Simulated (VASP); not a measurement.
# MoS2 in VASP: further runs

The runs below take MoS2 through single point, with PBE+D3(BJ).

Everything below comes from runs of VASP 6.6.1. Logs are shortened: lines on timing, memory, paths and dates and some standing lists are left out, and cuts for length are marked.

**1. The cell of the first run**

The cell holds a sheet with vacuum, 6 atoms: a = 3.161 Å, b = 3.161 Å, c = 27.277 Å, α = 90.00°, β = 90.00°, γ = 120.00°.

**2. Single point, PBE+D3(BJ)**

Input file INCAR:

```
SYSTEM = MoS2
  PREC = Accurate
  ENCUT = 520
  EDIFF = 1E-7
  ISMEAR = 0
  SIGMA = 0.02
  LREAL = .False.
  LASPH = .True.
  NELM = 80
  ALGO = Normal
  ISIF = 2
  LWAVE = .False.
  LCHARG = .False.
  LDIPOL = .True.
  IDIPOL = 3
  DIPOL = 0.5 0.5 0.500
  GGA = PE
  IVDW = 12
  NBANDS = 35
```

Input file KPOINTS:

```
Automatic mesh
0
Gamma
  12 12 1
  0 0 0
```

Input file POSCAR:

```
MoS2
1.0
    3.1610000000      0.0000000000      0.0000000000
   -1.5805000000      2.7375063014      0.0000000000
    0.0000000000      0.0000000000     27.2770000000
S Mo
4 2
Direct
    0.6666666667      0.3333333333      0.3299483081
    0.6666666667      0.3333333333      0.4446969975
    0.3333333333      0.6666666667      0.5553030025
    0.3333333333      0.6666666667      0.6700516919
    0.3333333333      0.6666666667      0.3873226528
    0.6666666667      0.3333333333      0.6126773472
```

Potentials or basis: VASP PAW PBE potentials, release 64 (S, Mo_sv).

The run is started by

```bash
$ cat potpaw_PBE.64/S/POTCAR potpaw_PBE.64/Mo_sv/POTCAR > POTCAR
$ mpirun -np 1 vasp_std > vasp.out
```

OUTCAR:

```text
SYSTEM = MoS2
   PREC = Accurate
   ENCUT = 520
   EDIFF = 1E-7
   ISMEAR = 0
   LREAL = .False.
   LASPH = .True.
   NELM = 80
   ISIF = 2
   GGA = PE
   IVDW = 12
 IVDW          = 12

 ion  position               nearest neighbor table
   1  0.667  0.333  0.330-   5 2.40   5 2.40   5 2.40
   2  0.667  0.333  0.445-   5 2.40   5 2.40   5 2.40
   3  0.333  0.667  0.555-   6 2.40   6 2.40   6 2.40
   4  0.333  0.667  0.670-   6 2.40   6 2.40   6 2.40
   5  0.333  0.667  0.387-   1 2.40   2 2.40   1 2.40   2 2.40   1 2.40   2 2.40
   6  0.667  0.333  0.613-   3 2.40   4 2.40   3 2.40   4 2.40   3 2.40   4 2.40

  LATTYP: Found a hexagonal cell.
 ALAT       =     3.1610000000
 C/A-ratio  =     8.6292312559

  Lattice vectors:

 A1 = (   3.1610000000,   0.0000000000,   0.0000000000)
 A2 = (  -1.5805000000,   2.7375063014,   0.0000000000)
 A3 = (   0.0000000000,   0.0000000000,  27.2770000000)

Analysis of symmetry for initial positions (statically):
=====================================================================
 Subroutine PRICEL returns:
 Original cell was already a primitive cell.

 Routine SETGRP: Setting up the symmetry group for a
 hexagonal supercell.

 Subroutine GETGRP returns: Found 12 space group operations
 (whereof 12 operations were pure point group operations)
 out of a pool of 24 trial point group operations.

The static configuration has the point symmetry D_3d.

Analysis of symmetry for dynamics (positions and initial velocities):
=====================================================================
 Subroutine PRICEL returns:
 Original cell was already a primitive cell.

 Routine SETGRP: Setting up the symmetry group for a
 hexagonal supercell.

 Subroutine GETGRP returns: Found 12 space group operations
 (whereof 12 operations were pure point group operations)
 out of a pool of 24 trial point group operations.

The dynamic configuration has the point symmetry D_3d.

 Subroutine INISYM returns: Found 12 space group operations
 (whereof 12 operations are pure point group operations),
 and found     1 'primitive' translations

----------------------------------------------------------------------------------------

                                     Primitive cell

  volume of cell :     236.0349

  direct lattice vectors                    reciprocal lattice vectors
     3.161000000  0.000000000  0.000000000     0.316355584  0.182647981  0.000000000
    -1.580500000  2.737506301  0.000000000     0.000000000  0.365295963  0.000000000
     0.000000000  0.000000000 27.277000000     0.000000000  0.000000000  0.036660923

  length of vectors
     3.161000000  3.161000000 27.277000000     0.365295963  0.365295963  0.036660923

  position of ions in fractional coordinates (direct lattice)
     0.666666667  0.333333333  0.329948308
     0.666666667  0.333333333  0.444696998
     0.333333333  0.666666667  0.555303002
     0.333333333  0.666666667  0.670051692
     0.333333333  0.666666667  0.387322653
     0.666666667  0.333333333  0.612677347

  ion indices of the primitive-cell ions
   primitive index   ion index
                 1           1
                 2           2
                 3           3
                 4           4
                 5           5
                 6           6

----------------------------------------------------------------------------------------

 KPOINTS: Automatic mesh

Automatic generation of k-mesh.
 Grid dimensions read from file:
 generate k-points for:   12   12    1

 Generating k-lattice:

  Cartesian coordinates                     Fractional coordinates (reciprocal lattice)
     0.026362965  0.015220665  0.000000000     0.083333333  0.000000000  0.000000000
     0.000000000  0.030441330  0.000000000     0.000000000  0.083333333  0.000000000
     0.000000000  0.000000000  0.036660923     0.000000000  0.000000000  1.000000000

  Length of vectors
     0.030441330  0.030441330  0.036660923

  Shift w.r.t. Gamma in fractional coordinates (k-lattice)
     0.000000000  0.000000000  0.000000000

 Subroutine IBZKPT returns following result:
 ===========================================

 Found     19 irreducible k-points:

 Following reciprocal coordinates:
            Coordinates               Weight
  0.000000  0.000000  0.000000      1.000000
  0.083333 -0.000000  0.000000      6.000000
  0.166667  0.000000  0.000000      6.000000
  0.250000  0.000000  0.000000      6.000000
  0.333333 -0.000000  0.000000      6.000000
  0.416667  0.000000  0.000000      6.000000
[... 11 lines left out ...]
  0.333333  0.250000  0.000000     12.000000
  0.333333  0.333333  0.000000      2.000000
   k-points           NKPTS =     19   k-points in BZ     NKDIM =     19   number of bands    NBANDS=     35
   number of dos      NEDOS =    301   number of ions     NIONS =      6
   total plane-waves  NPLWV = 120960
   dimension x,y,z NGX =    24 NGY =   24 NGZ =  210
   dimension x,y,z NGXF=    48 NGYF=   48 NGZF=  420
   ions per type =               4   2
   NGX,Y,Z   is equivalent  to a cutoff of  12.62, 12.62, 12.80 a.u.
   NGXF,Y,Z  is equivalent  to a cutoff of  25.24, 25.24, 25.60 a.u.
 SYSTEM =  MoS2
   PREC   = accura    normal or accurate (medium, high low for compatibility)
   ISTART =      0    job   : 0-new  1-cont  2-samecut
   ICHARG =      2    charge: 1-file 2-atom 10-const
   ISPIN  =      1    spin polarized calculation?
   LNONCOLLINEAR =      F non collinear calculations
   LSORBIT =      F    spin-orbit coupling
   LASPH  =      T    aspherical Exc in radial PAW
   ENCUT  =  520.0 eV  38.22 Ry    6.18 a.u.   5.88  5.88 50.72*2*pi/ulx,y,z
   NELM   =     80;   NELMIN=  2; NELMDL= -5     # of ELM steps
   EDIFF  = 0.1E-06   stopping-criterion for ELM
   LREAL  =      F    real-space projection
   EDIFFG = 0.1E-05   stopping-criterion for IOM
   NSW    =      0    number of steps for IOM
   IBRION =     -1    ionic relax: 0-MD 1-quasi-New 2-CG
   NFREE  =      0    steps in history (QN), initial steepest desc. (CG)
   ISIF   =      2    stress and relaxation
   ISYM   =      2    0-nonsym 1-usesym 2-fastsym
   POTIM  = 0.5000    time-step for ionic-motion
   TEBEG  =    0.0;   TEEND  =   0.0 temperature during run
   PSTRESS=    0.0 pullay stress
   NELECT =      52.0000    total number of electrons
   NUPDOWN=      -1.0000    fix difference up-down
   EMIN   =  10.00;   EMAX   =-10.00  energy-range for DOS
   EFERMI =   0.00;   METHOD = LEGACY
   ISMEAR =     0;   SIGMA  =   0.02  broadening in eV -4-tet -1-fermi 0-gaus
   EFERMI_NEDOS =   21; number of points for ismear=-14 and -15
   IALGO  =     38    algorithm
   IMIX   =      4    mixing-type and parameters
     AMIX     =   0.40;   BMIX     =  1.00
     AMIX_MAG =   1.60;   BMIX_MAG =  1.00
  volume/ion in A,a.u.               =      39.34       265.47
  Fermi-wavevector in a.u.,A,eV,Ry     =   0.988744  1.868455 13.301256  0.977615
  Thomas-Fermi vector in A             =   2.120293
   LORBIT       =      0    0 simple, 1 ext, 2 COOP (PROOUT), +10 PAW based schemes
   GGA     = PE    functional components
   LHFCALC =     F    Hartree Fock is set to
   AEXX    =    0.0000 exact exchange contribution
   IVDW    =    12    specifies the selected vdW correction
   LEPSILON=     F    determine dielectric tensor
   LRPA    =     F    only Hartree local field effects (RPA)
 non-spin polarized calculation
 Gauss-broadening in eV      SIGMA  =   0.02
  energy-cutoff  :      520.00
  volume of cell :      236.03
 maximum number of plane-waves:      6384
 NGX is ok and might be reduce to    24
   NGX = 11   NGY = 11   NGZ =101

 dipolmoment           0.000000      0.000000     -0.000000 electrons x Angstroem

 number of electron      51.9999998 magnetization

 dipolmoment           0.000000      0.000000      0.000000 electrons x Angstroem

 Free energy of the ion-electron system (eV)
  ---------------------------------------------------
  ext. energy  EPLUGINS =         0.00000000
  ---------------------------------------------------
  free energy    TOTEN  =       -43.64847714 eV

  energy without entropy =      -43.64847714  energy(sigma->0) =      -43.64847714

 E-fermi :   0.5275     XC(G=0):  -5.2688

 val. band max:        0.3177270857   @ k =   0.0000   0.0000   0.0000
 cond. band min:       1.6051464591   @ k =   0.1667   0.1667   0.0000
 fundamental gap:      1.2874193734
 Fermi energy:         0.5274771640

 k-point     1 :       0.0000    0.0000    0.0000
  band No.  band energies     occupation
      1     -60.9641      2.00000
      2     -60.9641      2.00000
      3     -35.1192      2.00000
      4     -35.1191      2.00000
      5     -34.8903      2.00000
      6     -34.8903      2.00000
[... 27 lines left out ...]
     34       2.9700      0.00000
     35       5.3239      0.00000

 k-point     2 :       0.0833   -0.0000    0.0000
  band No.  band energies     occupation
      1     -60.9613      2.00000
      2     -60.9613      2.00000
      3     -35.1138      2.00000
      4     -35.1138      2.00000
      5     -34.9177      2.00000
      6     -34.9177      2.00000
[... 27 lines left out ...]
     34       2.8977      0.00000
     35       5.4853      0.00000

 k-point     3 :       0.1667    0.0000    0.0000
  band No.  band energies     occupation
      1     -60.9539      2.00000
      2     -60.9539      2.00000
      3     -35.0992      2.00000
      4     -35.0991      2.00000
      5     -34.9919      2.00000
      6     -34.9919      2.00000
[... 27 lines left out ...]
     34       3.3218      0.00000
     35       5.8990      0.00000
[... 533 lines left out ...]
 k-point    18 :       0.3333    0.2500    0.0000
  band No.  band energies     occupation
      1     -60.9193      2.00000
      2     -60.9193      2.00000
      3     -35.2193      2.00000
      4     -35.2193      2.00000
      5     -35.0977      2.00000
      6     -35.0977      2.00000
[... 27 lines left out ...]
     34       4.8163      0.00000
     35       6.8541      0.00000

 k-point    19 :       0.3333    0.3333    0.0000
  band No.  band energies     occupation
      1     -60.9179      2.00000
      2     -60.9179      2.00000
      3     -35.1893      2.00000
      4     -35.1893      2.00000
      5     -35.1444      2.00000
      6     -35.1444      2.00000
[... 27 lines left out ...]
     34       4.8298      0.00000
     35       6.7785      0.00000

------------------------ aborting loop because EDIFF is reached ----------------------------------------

 vacuum level on the upper side and lower side of the slab       (xc-potential included)        -0.083        -0.083

 Edisp (eV)   -2.22238

 E8    (eV) :    -0.9282

  FORCE on cell =-STRESS in cart. coord.  units (eV):
  Direction    XX          YY          ZZ          XY          YZ          ZX
  --------------------------------------------------------------------------------------
  -------------------------------------------------------------------------------------
  Total      -0.66690    -0.66690    -0.42872     0.00000     0.00000     0.00000
  in kB      -4.52684    -4.52684    -2.91008     0.00000     0.00000     0.00000
  external pressure =       -3.99 kB  Pullay stress =        0.00 kB

 VOLUME and BASIS-vectors are now :
 -----------------------------------------------------------------------------
  energy-cutoff  :      520.00
  volume of cell :      236.03
      direct lattice vectors                 reciprocal lattice vectors
     3.161000000  0.000000000  0.000000000     0.316355584  0.182647981  0.000000000
    -1.580500000  2.737506301  0.000000000     0.000000000  0.365295963  0.000000000
     0.000000000  0.000000000 27.277000000     0.000000000  0.000000000  0.036660923

 POSITION                                       TOTAL-FORCE (eV/Angst)
 -----------------------------------------------------------------------------------
      1.58050      0.91250      9.00000        -0.000000     -0.000000      0.024162
      1.58050      0.91250     12.13000        -0.000000     -0.000000     -0.013527
     -0.00000      1.82500     15.14700        -0.000000      0.000000      0.013527
     -0.00000      1.82500     18.27700         0.000000      0.000000     -0.024162
     -0.00000      1.82500     10.56500        -0.000000      0.000000      0.031022
      1.58050      0.91250     16.71200         0.000000     -0.000000     -0.031022
 -----------------------------------------------------------------------------------
    total drift:                                0.000000     -0.000000      0.000000

  FREE ENERGIE OF THE ION-ELECTRON SYSTEM (eV)
  ---------------------------------------------------
  free  energy   TOTEN  =       -45.8708612245 eV

  energy  without entropy=      -45.8708612245  energy(sigma->0) =      -45.87086122

 vacuum level on the upper side and lower side of the slab         5.713         5.713
```

It took 7 min on 1 thread of Intel Xeon 8259CL, shared host; peak memory 0.42 GiB.

What came out:

```yaml
Free_energy: -45.8709 eV
Largest_force: 0.031 eV/Å
Band_gap_on_the_k_mesh: 1.29 eV (least direct gap 1.72 eV)
Dispersion_energy_per_atom: -0.370 eV
```

Forces in eV/Å, atoms in the order of the input:
```
S    0.000  0.000  0.024
S    0.000  0.000 -0.014
S    0.000  0.000  0.014
S    0.000  0.000 -0.024
Mo   0.000  0.000  0.031
Mo   0.000  0.000 -0.031
```

Levels at points of the mesh, in eV from the valence-band top:
```tsv
k point	band 22	band 23	band 24	band 25	band 26	band 27	band 28	band 29	band 30	band 31
(0.00, 0.00, 0.00)	-1.90	-1.90	-1.75	-0.68	0.00	2.36	2.36	2.38	2.38	2.57
(0.50, 0.00, 0.00)	-2.33	-1.43	-1.33	-1.13	-1.07	1.87	1.89	2.32	2.46	3.27
```

**3. Single point, PBE+D3(BJ)**

This run uses another cell than the first one.

Input file INCAR:

```
PREC = Accurate
ENCUT = 520
EDIFF = 1E-6
ISMEAR = 0
SIGMA = 0.02
LREAL = False
LASPH = True
NELM = 80
ALGO = Normal
ISIF = 2
LWAVE = False
LCHARG = False
LDIPOL = True
IDIPOL = 3
DIPOL = 0.5 0.5 0.322
GGA = PE
IVDW = 12
NBANDS = 35
```

Input file KPOINTS:

```
regular mesh
0
Gamma
  12 12 1
```

Input file POSCAR:

```
MoS2
1.0
    3.1517157175      0.0000000000      0.0000000000
   -1.5758578587      2.7294658768      0.0000000000
    0.0000000000      0.0000000000     42.3539999998
S Mo
4 2
Direct
    0.6666666667      0.3333333333      0.2134808151
    0.6666666667      0.3333333333      0.2874670350
    0.3333333333      0.6666666667      0.3565571421
    0.3333333333      0.6666666667      0.4305433621
    0.3333333333      0.6666666667      0.2504922313
    0.6666666667      0.3333333333      0.3935319459
```

Potentials or basis: VASP PAW PBE potentials, release 64 (S, Mo_sv).

The run is started by

```bash
$ cat potpaw_PBE.64/S/POTCAR potpaw_PBE.64/Mo_sv/POTCAR > POTCAR
$ mpirun -np 1 vasp_std > vasp.out
```

OUTCAR:

```text
PREC = Accurate
   ENCUT = 520
   EDIFF = 1E-6
   ISMEAR = 0
   LREAL = False
   LASPH = True
   NELM = 80
   ISIF = 2
   GGA = PE
   IVDW = 12
 IVDW          = 12

 ion  position               nearest neighbor table
   1  0.667  0.333  0.213-   5 2.40   5 2.40   5 2.40
   2  0.667  0.333  0.287-   5 2.40   5 2.40   5 2.40
   3  0.333  0.667  0.357-   6 2.40   6 2.40   6 2.40
   4  0.333  0.667  0.431-   6 2.40   6 2.40   6 2.40
   5  0.333  0.667  0.250-   2 2.40   2 2.40   2 2.40   1 2.40   1 2.40   1 2.40
   6  0.667  0.333  0.394-   3 2.40   3 2.40   3 2.40   4 2.40   4 2.40   4 2.40

  LATTYP: Found a hexagonal cell.
 ALAT       =     3.1517157175
 C/A-ratio  =    13.4383947653

  Lattice vectors:

[... 926 lines left out ...]
  Total      -0.07461    -0.07461    -0.11551    -0.00000    -0.00000     0.00000
  in kB      -0.32809    -0.32809    -0.50794    -0.00000    -0.00000     0.00000
  external pressure =       -0.39 kB  Pullay stress =        0.00 kB

 VOLUME and BASIS-vectors are now :
 -----------------------------------------------------------------------------
  energy-cutoff  :      520.00
  volume of cell :      364.35
      direct lattice vectors                 reciprocal lattice vectors
     3.151715718  0.000000000  0.000000000     0.317287500  0.183186023  0.000000000
    -1.575857859  2.729465877  0.000000000     0.000000000  0.366372047  0.000000000
     0.000000000  0.000000000 42.354000000     0.000000000  0.000000000  0.023610521

 POSITION                                       TOTAL-FORCE (eV/Angst)
 -----------------------------------------------------------------------------------
      1.57586      0.90982      9.04177        -0.000000     -0.000000      0.012417
      1.57586      0.90982     12.17538        -0.000000     -0.000000     -0.013334
     -0.00000      1.81964     15.10162         0.000000      0.000000      0.013334
     -0.00000      1.81964     18.23523         0.000000      0.000000     -0.012417
     -0.00000      1.81964     10.60935         0.000000     -0.000000     -0.001067
      1.57586      0.90982     16.66765        -0.000000      0.000000      0.001067
 -----------------------------------------------------------------------------------
    total drift:                               -0.000000      0.000000      0.000018

  FREE ENERGIE OF THE ION-ELECTRON SYSTEM (eV)
  ---------------------------------------------------
  free  energy   TOTEN  =       -45.8721000870 eV

  energy  without entropy=      -45.8721000870  energy(sigma->0) =      -45.87210009

 vacuum level on the upper side and lower side of the slab         3.628         3.628
```

stdout:

```text
POSCAR found type information on POSCAR S Mo
 POSCAR found :  2 types and       6 ions
 scaLAPACK will be used
 LDA part: xc-table for (Slater+PW92), standard interpolation
 POSCAR, INCAR and KPOINTS ok, starting setup
 FFT: planning ... GRIDC
 FFT: planning ... GRID_SOFT
 FFT: planning ... GRID
 WAVECAR not read
 entering main loop
```

Run time: 10 min. Hardware: 1 thread of Intel Xeon 8259CL, shared host; peak memory 0.53 GiB.

Results:

```yaml
Free_energy: -45.8721 eV
Largest_force: 0.013 eV/Å
Band_gap_on_the_k_mesh: 1.22 eV (least direct gap 1.75 eV)
Dispersion_energy_per_atom: -0.375 eV
```

Forces on the atoms (eV/Å):
```
S    0.000  0.000  0.012
S    0.000  0.000 -0.013
S    0.000  0.000  0.013
S    0.000  0.000 -0.012
Mo   0.000  0.000 -0.001
Mo   0.000  0.000  0.001
```

Levels at points of the mesh, in eV from the valence-band top:
| k point | band 24 | band 25 | band 26 | band 27 | band 28 | band 29 |
| --- | --- | --- | --- | --- | --- | --- |
| (0.00, 0.00, 0.00) | -1.78 | -0.76 | 0.00 | 2.33 | 2.33 | 2.35 |
| (0.50, 0.00, 0.00) | -1.34 | -1.19 | -1.12 | 1.86 | 1.89 | 2.30 |
